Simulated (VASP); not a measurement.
BN (Qingsongite): single point with BLYP

The system is BN (Qingsongite).

```
B N
1.0
     0.00000    1.80750    1.80750
     1.80750    0.00000    1.80750
     1.80750    1.80750    0.00000
B N
1 1
Direct
  0.00000 0.00000 0.00000
  0.25000 0.25000 0.25000
```

```json
{
  "Program": "VASP 6.6.1",
  "Task": "single point",
  "Functional": "BLYP",
  "Potentials or basis": "VASP PAW PBE potentials, release 64 (B, N)",
  "Cutoff": "520 eV",
  "k mesh": "8 × 8 × 8",
  "Occupations": "gaussian, width 0.01 eV",
  "Spin": "no spin polarisation",
  "Dipole correction": "no",
  "Further INCAR settings": "ALGO = Normal; EDIFF = 1e-06; NBANDS = 11"
}
```

- Pressure: 9.9 GPa
- Band gap on the k mesh: 4.88 eV, indirect (least direct gap 8.93 eV)

Levels at points of the mesh, in eV from the valence-band top:
| k point | band 1 | band 2 | band 3 | band 4 | band 5 | band 6 | band 7 | band 8 | band 9 |
| --- | --- | --- | --- | --- | --- | --- | --- | --- | --- |
| (0.00, 0.00, 0.00) | -20.01 | 0.00 | 0.00 | 0.00 | 8.93 | 8.93 | 8.93 | 10.68 | 25.10 |
| (0.50, 0.00, 0.00) | -15.87 | -10.46 | -1.91 | -1.91 | 10.38 | 10.87 | 10.87 | 15.53 | 23.79 |
| (0.50, 0.50, 0.00) | -14.52 | -8.74 | -4.82 | -4.82 | 4.88 | 9.53 | 17.91 | 17.91 | 20.95 |

Wall time 5.2 s on 1 thread of Intel(R) Xeon(R) Platinum 8488C (Sapphire Rapids) (shared host), peak memory 0.12 GiB.

Caveat: the PAW data sets were made with another functional, which shifts forces and pressure a little. As with any semilocal functional, this BLYP gap is likely too small.
